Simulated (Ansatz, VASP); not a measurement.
## ScCrC6N6: VASP beside Ansatz

The input INCAR:

```
  PREC = Accurate
  ENCUT = 520
  EDIFF = 1E-6
  ISMEAR = 0
  SIGMA = 0.1
  LREAL = False
  LASPH = True
  NELM = 150
  ALGO = Normal
  ISIF = 2
  LWAVE = False
  LCHARG = False
  ISPIN = 2
  MAGMOM = 0 3 0 0 0 0 0 0 0 0 0 0 0 0
  LORBIT = 11
  LMAXMIX = 4
  GGA = PE
  NBANDS = 56
```

The input KPOINTS:

```
Automatic mesh
0
Gamma
  4 4 4
```

File POSCAR:

```
ScCrC6N6
1.0
    0.0000000000      5.2280000000      5.2280000000
    5.2280000000      0.0000000000      5.2280000000
    5.2280000000      5.2280000000      0.0000000000
Sc Cr C N
1 1 6 6
Direct
    0.5000000000      0.5000000000      0.5000000000
    0.0000000000      0.0000000000      0.0000000000
    0.8146518700      0.1853481300      0.1853481300
    0.1853481300      0.8146518700      0.1853481300
    0.1853481300      0.1853481300      0.8146518700
    0.1853481300      0.8146518700      0.8146518700
    0.8146518700      0.1853481300      0.8146518700
    0.8146518700      0.8146518700      0.1853481300
    0.7027544000      0.2972456000      0.2972456000
    0.2972456000      0.7027544000      0.2972456000
    0.2972456000      0.2972456000      0.7027544000
    0.2972456000      0.7027544000      0.7027544000
    0.7027544000      0.2972456000      0.7027544000
    0.7027544000      0.7027544000      0.2972456000
```

Input for Ansatz:

```yaml
crystal:
  lattice:
    - [0.0, 5.228, 5.228]
    - [5.228, 0.0, 5.228]
    - [5.228, 5.228, 0.0]
  atoms:
    - { symbol: Sc, position: [0.5, 0.5, 0.5] }
    - { symbol: Cr, position: [0.0, 0.0, 0.0], spin: 3.0 }
    - { symbol: C, position: [0.81465187, 0.18534813, 0.18534813] }
    - { symbol: C, position: [0.18534813, 0.81465187, 0.18534813] }
    - { symbol: C, position: [0.18534813, 0.18534813, 0.81465187] }
    - { symbol: C, position: [0.18534813, 0.81465187, 0.81465187] }
    - { symbol: C, position: [0.81465187, 0.18534813, 0.81465187] }
    - { symbol: C, position: [0.81465187, 0.81465187, 0.18534813] }
    - { symbol: "N", position: [0.7027544, 0.2972456, 0.2972456] }
    - { symbol: "N", position: [0.2972456, 0.7027544, 0.2972456] }
    - { symbol: "N", position: [0.2972456, 0.2972456, 0.7027544] }
    - { symbol: "N", position: [0.2972456, 0.7027544, 0.7027544] }
    - { symbol: "N", position: [0.7027544, 0.2972456, 0.7027544] }
    - { symbol: "N", position: [0.7027544, 0.7027544, 0.2972456] }
basis:
  ecutwfc: 420
kpoints:
  mp_grid: { grid: [4, 4, 4] }
hamiltonian:
  xc: pbe
scf:
  occupations: { method: gaussian, width: 0.1 }
  lower_state_search: "off"
output:
  forces: true
  stress: true
  eigenvalues: true
  populations: true
magnetization:
  spin_polarized: true
```

Alike in both runs: task single point; functional PBE; k mesh 4 × 4 × 4; occupations gaussian, width 0.1 eV; collinear spin.

|  | VASP | Ansatz |
| --- | --- | --- |
| version | VASP 6.6.1 | Ansatz 0.2.0 |
| potentials or method | VASP PAW PBE potentials, release 64 (Sc_sv, Cr_pv, C, N), cutoff 520 eV | scalar-relativistic, plane waves, PAW |
| valence electrons in the cell | 77 | 79 |

```csv
,VASP,Ansatz,Ansatz less VASP
gap on the k mesh at the Fermi level (eV),1.06,1.05,-0.016
least direct gap on the mesh (eV),1.07,1.06,-0.016
pressure (GPa),5.8,5.3,-0.46
rms of the force components (eV/Å),0.385,0.578,+0.1936
net moment per atom (μB),0.21,0.21,0.000
size of the moment on the site where the two differ most (μB),2.33,1.86,-0.475
```

Site moments also hang on the region over which each program counts them. Atom by atom the forces differ by 0.196 eV/Å (rms over components). VASP's potentials hold 77 valence electrons a cell and Ansatz's 79, so a difference there can come from the potentials and not from the codes.

Noted on VASP's run: the standard files for N, O and F lose accuracy on very short bonds.
